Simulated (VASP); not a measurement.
# Ti (P6/mmm) in VASP: a series of runs, part 2 of 2

VASP 6.6.1. Earlier steps stand in the parts before.

### 3 Single point, PBEsol

This run uses another cell than the first one, of the same volume but with other edges.

The input, INCAR:

```
PREC = Accurate ; ENCUT = 520
EDIFF = 1E-6 ; ISMEAR = 0
SIGMA = 0.15 ; LREAL = False
LASPH = True ; NELM = 100
ALGO = Fast ; ISIF = 2
LWAVE = False ; LCHARG = False
GGA = PS ; NBANDS = 25
```

The input, KPOINTS:

```
regular mesh
0
Gamma
  12 12 18
```

The input, POSCAR:

```
Ti
1.0
    4.2490506191      0.0000000000      0.0000000000
   -2.1245253095      3.6797857781      0.0000000000
    0.0000000000      0.0000000000      3.1605187931
Ti
3
Direct
    0.0000000000      0.0000000000      0.0000000000
    0.3333333333      0.6666666667      0.5000000000
    0.6666666667      0.3333333333      0.5000000000
```

Potentials or basis: VASP PAW PBE potentials, release 64 (Ti_sv).

Run with:

```bash
$ cat potpaw_PBE.64/Ti_sv/POTCAR > POTCAR
$ mpirun -np 1 vasp_std > vasp.out
```

OUTCAR:

```text
PREC = Accurate
   ENCUT = 520
   EDIFF = 1E-6
   ISMEAR = 0
   LREAL = False
   LASPH = True
   NELM = 100
   ISIF = 2
   GGA = PS

 ion  position               nearest neighbor table
   1  0.000  0.000  0.000-   2 2.92   3 2.92   2 2.92   3 2.92   2 2.92   2 2.92   3 2.92   3 2.92
                             3 2.92   3 2.92   2 2.92   2 2.92
   2  0.333  0.667  0.500-   3 2.45   3 2.45   3 2.45   1 2.92   1 2.92   1 2.92   1 2.92   1 2.92
                             1 2.92
   3  0.667  0.333  0.500-   2 2.45   2 2.45   2 2.45   1 2.92   1 2.92   1 2.92   1 2.92   1 2.92
                             1 2.92

  LATTYP: Found a hexagonal cell.
 ALAT       =     4.2490506191
 C/A-ratio  =     0.7438176375

  Lattice vectors:

 A1 = (   4.2490506191,   0.0000000000,   0.0000000000)
 A2 = (  -2.1245253095,   3.6797857781,   0.0000000000)
 A3 = (   0.0000000000,   0.0000000000,   3.1605187931)

Analysis of symmetry for initial positions (statically):
=====================================================================
 Subroutine PRICEL returns:
 Original cell was already a primitive cell.

 Routine SETGRP: Setting up the symmetry group for a
 hexagonal supercell.

 Subroutine GETGRP returns: Found 24 space group operations
 (whereof 24 operations were pure point group operations)
 out of a pool of 24 trial point group operations.

The static configuration has the point symmetry D_6h.

Analysis of symmetry for dynamics (positions and initial velocities):
=====================================================================
 Subroutine PRICEL returns:
 Original cell was already a primitive cell.

 Routine SETGRP: Setting up the symmetry group for a
 hexagonal supercell.

 Subroutine GETGRP returns: Found 24 space group operations
 (whereof 24 operations were pure point group operations)
 out of a pool of 24 trial point group operations.

The dynamic configuration has the point symmetry D_6h.

 Subroutine INISYM returns: Found 24 space group operations
 (whereof 24 operations are pure point group operations),
 and found     1 'primitive' translations
[... 117 lines left out ...]
     AMIX_MAG =   1.60;   BMIX_MAG =  1.00
  volume/ion in A,a.u.               =      16.47       111.16
  Fermi-wavevector in a.u.,A,eV,Ry     =   1.473052  2.783665 29.523037  2.169882
  Thomas-Fermi vector in A             =   2.587992
   LORBIT       =      0    0 simple, 1 ext, 2 COOP (PROOUT), +10 PAW based schemes
   GGA     = PS    functional components
   LHFCALC =     F    Hartree Fock is set to
   AEXX    =    0.0000 exact exchange contribution
   IVDW    =     0    specifies the selected vdW correction
   LEPSILON=     F    determine dielectric tensor
   LRPA    =     F    only Hartree local field effects (RPA)
 non-spin polarized calculation
 RMM-DIIS sequential band-by-band and
 Gauss-broadening in eV      SIGMA  =   0.15
  energy-cutoff  :      520.00
  volume of cell :       49.42
 maximum number of plane-waves:      1362
 NGX is ok and might be reduce to    32

 number of electron      35.9999993 magnetization

 Free energy of the ion-electron system (eV)
  ---------------------------------------------------
  ext. energy  EPLUGINS =         0.00000000
  ---------------------------------------------------
  free energy    TOTEN  =       -24.55521024 eV

  energy without entropy =      -24.51297529  energy(sigma->0) =      -24.53409277

 E-fermi :   8.6504     XC(G=0): -11.8569

 val. band max:        8.6491137969   @ k =   0.3333   0.2500   0.1111
 cond. band min:       8.6564994510   @ k =   0.5000   0.0000   0.1111
 fundamental gap:      0.0073856541
 Fermi energy:         8.6503519982

 k-point     1 :       0.0000    0.0000    0.0000
  band No.  band energies     occupation
      1     -47.9871      2.00000
      2     -47.6379      2.00000
      3     -47.2703      2.00000
      4     -24.4144      2.00000
      5     -24.4144      2.00000
      6     -24.4023      2.00000
[... 661 lines left out ...]
     24      10.7982      0.00000
     25      11.3663      0.00000

 [... further k-points ...]

------------------------ aborting loop because EDIFF is reached ----------------------------------------

  FORCE on cell =-STRESS in cart. coord.  units (eV):
  Direction    XX          YY          ZZ          XY          YZ          ZX
  --------------------------------------------------------------------------------------
  -------------------------------------------------------------------------------------
  Total        2.2131512      2.2131512     -4.4340963      0.0000000     -0.0000000      0.0000000
  in kB       71.7544509     71.7544509   -143.7615957      0.0000000     -0.0000000      0.0000000
  external PRESSURE =      -0.0842313 kB  Pullay stress =       0.0000000 kB

 VOLUME and BASIS-vectors are now :
 -----------------------------------------------------------------------------
  energy-cutoff  :      520.00
  volume of cell :       49.42
      direct lattice vectors                 reciprocal lattice vectors
     4.249050619  0.000000000  0.000000000     0.235346690  0.135877475  0.000000000
    -2.124525310  3.679785778  0.000000000     0.000000000  0.271754950  0.000000000
     0.000000000  0.000000000  3.160518793     0.000000000  0.000000000  0.316403751

 POSITION                                       TOTAL-FORCE (eV/Angst)
 -----------------------------------------------------------------------------------
      0.00000      0.00000      0.00000        -0.000000      0.000000      0.000000
     -0.00000      2.45319      1.58026        -0.000000     -0.000000      0.000000
      2.12453      1.22660      1.58026         0.000000      0.000000      0.000000
 -----------------------------------------------------------------------------------
    total drift:                               -0.000000      0.000000      0.000000

  FREE ENERGIE OF THE ION-ELECTRON SYSTEM (eV)
  ---------------------------------------------------
  free  energy   TOTEN  =       -24.5552102403 eV

  energy  without entropy=      -24.5129752918  energy(sigma->0) =      -24.53409277
```

OSZICAR:

```text
N       E                     dE             d eps       ncg     rms          rms(c)
DAV:   1     0.429926836320E+03    0.42993E+03   -0.18584E+04  9508   0.181E+03
DAV:   2     0.212630305982E+02   -0.40866E+03   -0.40153E+03  9585   0.516E+02
DAV:   3    -0.240287792682E+02   -0.45292E+02   -0.44164E+02 17445   0.148E+02
[... 50 lines left out ...]
RMM:  54    -0.245552087622E+02   -0.55004E-06   -0.12608E-05  5133   0.939E-03    0.469E-03
RMM:  55    -0.245552092198E+02   -0.45764E-06   -0.11389E-05  5194   0.920E-03    0.480E-03
RMM:  56    -0.245552096316E+02   -0.41175E-06   -0.10716E-05  5992   0.948E-03    0.432E-03
RMM:  57    -0.245552099622E+02   -0.33056E-06   -0.10037E-05  5134   0.903E-03    0.456E-03
RMM:  58    -0.245552102403E+02   -0.27812E-06   -0.92652E-06  5654   0.912E-03
   1 F= -.24555210E+02 E0= -.24534093E+02  d E =-.422349E-01
```

stdout:

```text
POSCAR found type information on POSCAR Ti
 POSCAR found :  1 types and       3 ions
 scaLAPACK will be used
 -----------------------------------------------------------------------------
|                                                                             |
|                                                                             |
|     You enforced a specific xc type in the INCAR file but a different       |
[... 23 lines left out ...]
WARNING in EDDRMM: call to ZHEGV failed, returncode =   8  4     20
WARNING in EDDRMM: call to ZHEGV failed, returncode =   6  3     21
WARNING in EDDRMM: call to ZHEGV failed, returncode =   8  4     15
WARNING in EDDRMM: call to ZHEGV failed, returncode =   8  4     23
WARNING in EDDRMM: call to ZHEGV failed, returncode =   6  3      4
WARNING in EDDRMM: call to ZHEGV failed, returncode =   6  3     20
WARNING in EDDRMM: call to ZHEGV failed, returncode =   6  3     13
```

It took 4.8 min on 1 thread of Intel Xeon 6975P-C (Granite Rapids), shared host; peak memory 0.29 GiB.

Results:

- Free energy: -24.5552 eV
- Pressure: 0.0 GPa
- Band gap on the k mesh: zero (bands 18 and 19 overlap by 0.51 eV)

Caveat: the PAW data sets were made with another functional, which shifts forces and pressure a little.

### 4 Single point, PBEsol

This run uses another cell than the first one, of the same volume but with other edges.

The input, INCAR:

```
ALGO = Fast
EDIFF = 1E-6
ENCUT = 520
GGA = PS
ISIF = 2
ISMEAR = 0
LASPH = T
LCHARG = F
LREAL = F
LWAVE = F
NBANDS = 25
NELM = 100
PREC = Accurate
SIGMA = 0.15
```

The input, KPOINTS:

```
k-points
0
Gamma
  12 12 18
```

The input, POSCAR:

```
Ti
1.0
    4.6425477340      0.0000000000      0.0000000000
   -2.3212738670      4.0205642759      0.0000000000
    0.0000000000      0.0000000000      2.6474601471
Ti
3
Direct
    0.0000000000      0.0000000000      0.0000000000
    0.3333333333      0.6666666667      0.5000000000
    0.6666666667      0.3333333333      0.5000000000
```

Run with:

```bash
$ cat potpaw_PBE.64/Ti_sv/POTCAR > POTCAR
$ mpirun -np 1 vasp_std > vasp.out
```

Run time: 4.8 min. Hardware: 1 thread of Intel Xeon 6975P-C (Granite Rapids), shared host; peak memory 0.29 GiB.

It converged, with:

- Free energy: -24.9338 eV
- Pressure: 0.3 GPa
- Band gap on the k mesh: zero (bands 18 and 19 overlap by 0.43 eV)

Stress tensor (GPa, compression positive):
```
-4.67  0.00  0.00
 0.00 -4.67  0.00
 0.00  0.00 10.33
```

Levels at points of the mesh, in eV from the Fermi level:
```
           k point  band 14  band 15  band 16  band 17  band 18  band 19  band 20  band 21  band 22  band 23
(0.00, 0.00, 0.00)    -1.89    -0.73    -0.73    -0.65    -0.65    -0.37     0.30     1.35     1.35     2.51
(0.50, 0.00, 0.00)    -3.60    -2.64    -0.57    -0.48    -0.36    -0.02     0.22     0.96     1.86     2.64
(0.00, 0.00, 0.50)    -2.11    -1.69    -1.57    -1.57    -1.14     0.86     0.86     1.54     1.54     3.11
(0.50, 0.00, 0.50)    -2.01    -1.80    -1.14    -0.53    -0.17     0.38     1.13     1.29     1.40     2.40
```

Caveat: the PAW data sets were made with another functional, which shifts forces and pressure a little.

### 5 Summary

| cell | gap on the mesh (eV) | pressure (GPa) |
| --- | --- | --- |
| a = 4.767, b = 4.767, c = 2.511 Å, angles 90.0, 90.0, 120.0°, 3 atoms | none | -0.2 |
| a = 4.249, b = 4.249, c = 3.161 Å, angles 90.0, 90.0, 120.0°, 3 atoms | none | 0.0 |
| a = 4.643, b = 4.643, c = 2.647 Å, angles 90.0, 90.0, 120.0°, 3 atoms | none | 0.3 |

Alike in all rows: task single point; level PBEsol; potentials or basis VASP PAW PBE potentials, release 64 (Ti_sv); no spin polarisation; k mesh 12 × 12 × 18; cutoff (eV) 520; smearing gaussian 0.15 eV.

Caveats: the PAW data sets were made with another functional, which shifts forces and pressure a little.

Total energies depend on the potentials used, so only differences within one code and one set of settings carry meaning.
